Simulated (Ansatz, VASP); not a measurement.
**One calculation of BPd4, two programs**

```
B Pd
1.0
    -2.68873    2.68873    2.68873
     2.68873   -2.68873    2.68873
     2.68873    2.68873   -2.68873
B Pd
1 4
Direct
  0.00000 0.00000 0.00000
  0.50000 0.50000 0.50000
  0.00000 0.00000 0.50000
  0.00000 0.50000 0.00000
  0.50000 0.00000 0.00000
```

Alike in both runs: task single point; functional PBE; k mesh 4 × 4 × 4; occupations gaussian, width 0.1 eV; no spin polarisation.

```csv
,VASP,Ansatz
version,VASP 6.6.1,Ansatz 0.2.0
potentials or method,"VASP PAW PBE potentials, release 64 (B, Pd), cutoff 520 eV","scalar-relativistic, plane waves, PAW"
valence electrons in the cell,43,75
```

|  | VASP | Ansatz | Ansatz less VASP |
| --- | --- | --- | --- |
| gap on the k mesh at the Fermi level (eV) | none | none | - |
| pressure (GPa) | -5.6 | -5.4 | +0.19 |

A gap of «none» marks a metal or a gap that the smearing closes. VASP's potentials hold 43 valence electrons a cell and Ansatz's 75, so a difference there can come from the potentials and not from the codes.

The k mesh is coarse, so the values compare programs but aren't converged.
